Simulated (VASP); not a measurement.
**Zn4HO4 (a cell with a defect): single point with PBEsol**

Zn4HO4 (a cell with a defect):

```xyz
9
Lattice="5.5148 0.0000 0.0000 0.0000 5.5148 0.0000 0.0000 0.0000 3.2430" Properties=species:S:1:pos:R:3 pbc="T T T"
Zn    1.0041    1.0041    1.6215
Zn    4.5108    4.5108    1.6215
Zn    3.7615    1.7533    0.0000
Zn    1.7533    3.7615    0.0000
O     4.5111    1.0037    1.6215
O     1.0037    4.5111    1.6215
O     3.7611    3.7611    0.0000
O     1.7537    1.7537    0.0000
H     5.5150   -2.3052    0.6486
```

```yaml
Program: VASP 6.6.1
Task: single point
Functional: PBEsol
Potentials_or_basis: VASP PAW PBE potentials, release 64 (Zn, O, H)
Cutoff: 520 eV
k_mesh: 4 × 4 × 8
Occupations: gaussian, width 0.05 eV
Spin: no spin polarisation
Dipole_correction: no
Further_INCAR_settings: ALGO = Normal; EDIFF = 1e-06; NBANDS = 46
```

```yaml
Pressure: 4.3 GPa
Largest_force: 0.925 eV/Å
Band_gap_on_the_k_mesh: zero (an odd number of electrons rules out a gap without spin polarisation)
```

Forces in eV/Å, atoms in the order of the input:
```
Zn  -0.109  0.236 -0.010
Zn  -0.019  0.240  0.171
Zn   0.142 -0.113  0.003
Zn  -0.133 -0.341 -0.107
O   -0.104 -0.408  0.080
O    0.529  0.618  0.439
O   -0.775  0.251 -0.331
O    0.411 -0.216 -0.091
H    0.059 -0.267 -0.155
```

Stress tensor (GPa, compression positive):
```
 3.91 -0.26  0.39
-0.26  4.00  0.79
 0.39  0.79  5.10
```

Levels at points of the mesh, in eV from the Fermi level:
| k point | band 34 | band 35 | band 36 | band 37 | band 38 | band 39 | band 40 | band 41 |
| --- | --- | --- | --- | --- | --- | --- | --- | --- |
| (0.00, 0.00, 0.00) | -1.65 | -1.51 | -1.46 | -1.30 | 2.38 | 3.78 | 4.08 | 5.40 |
| (0.50, 0.00, 0.00) | -1.82 | -1.76 | -1.72 | -0.09 | 1.76 | 3.35 | 4.55 | 5.51 |
| (0.00, 0.50, 0.00) | -1.90 | -1.73 | -1.61 | -0.05 | 1.79 | 3.43 | 4.58 | 5.67 |
| (0.50, 0.50, 0.00) | -2.14 | -2.11 | -2.10 | -0.14 | 2.80 | 2.85 | 3.24 | 6.07 |
| (0.00, 0.00, 0.50) | -3.17 | -2.68 | -2.65 | 0.72 | 4.29 | 5.27 | 6.36 | 6.51 |
| (0.50, 0.00, 0.50) | -3.02 | -2.41 | -2.37 | 0.11 | 4.40 | 4.51 | 5.30 | 6.10 |
| (0.00, 0.50, 0.50) | -2.93 | -2.40 | -2.39 | 0.45 | 4.49 | 4.68 | 5.29 | 6.07 |
| (0.50, 0.50, 0.50) | -2.74 | -2.65 | -2.59 | -0.40 | 3.78 | 4.48 | 4.53 | 5.70 |

Run time: 8.1 min on 1 thread of AMD EPYC 7R13, with other jobs on the host, peak memory 0.33 GiB.

Caveat: the PAW data sets were made with another functional, which shifts forces and pressure a little; an odd number of electrons without spin polarisation forces a metal; a magnetic or distorted state may lie lower.
